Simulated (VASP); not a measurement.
A run of VASP 6.6.1 is set up as follows.

Contents of INCAR:

```
SYSTEM = PtS2
PREC = Accurate ; ENCUT = 520
EDIFF = 1E-7 ; ISMEAR = 0
SIGMA = 0.05 ; LREAL = .FALSE.
LASPH = .TRUE. ; NELM = 100
ALGO = Normal ; ISIF = 2
LWAVE = .FALSE. ; LCHARG = .TRUE.
GGA = PS ; LELF = .TRUE.
LVHAR = .TRUE. ; NBANDS = 18
```

Contents of KPOINTS:

```
regular mesh
0
G
  12 12 8
  0 0 0
```

Contents of POSCAR:

```
PtS2
1.0
    3.6430600273      0.0000000000      0.0000000000
   -1.8215300136      3.1549825311      0.0000000000
    0.0000000000      0.0000000000      4.7663471706
Pt S
1 2
Direct
    0.0000000000      0.0000000000      0.0000000000
    0.3333333333      0.6666666667      0.2500000000
    0.6666666667      0.3333333333      0.7500000000
```

Potentials or basis: VASP PAW PBE potentials, release 64 (Pt, S).

Command:

```bash
$ cat potpaw_PBE.64/Pt/POTCAR potpaw_PBE.64/S/POTCAR > POTCAR
$ mpirun -np 1 vasp_std > vasp.out
```

Q: Estimate the largest force.

A: 0.381 eV/Å.

Q: What does it give for the band gap on the k mesh?

A: 0.13 eV, indirect (least direct gap 0.63 eV).

Q: What does it give for the pressure?

A: -6.1 GPa.

Stress tensor (GPa, compression positive):
```
-7.49  0.00  0.00
 0.00 -7.49  0.00
 0.00  0.00 -3.34
```

Caveat: the PAW data sets were made with another functional, which shifts forces and pressure a little; spin-orbit coupling is left out, which moves the levels of the heavy elements. A k mesh can miss the band edges.
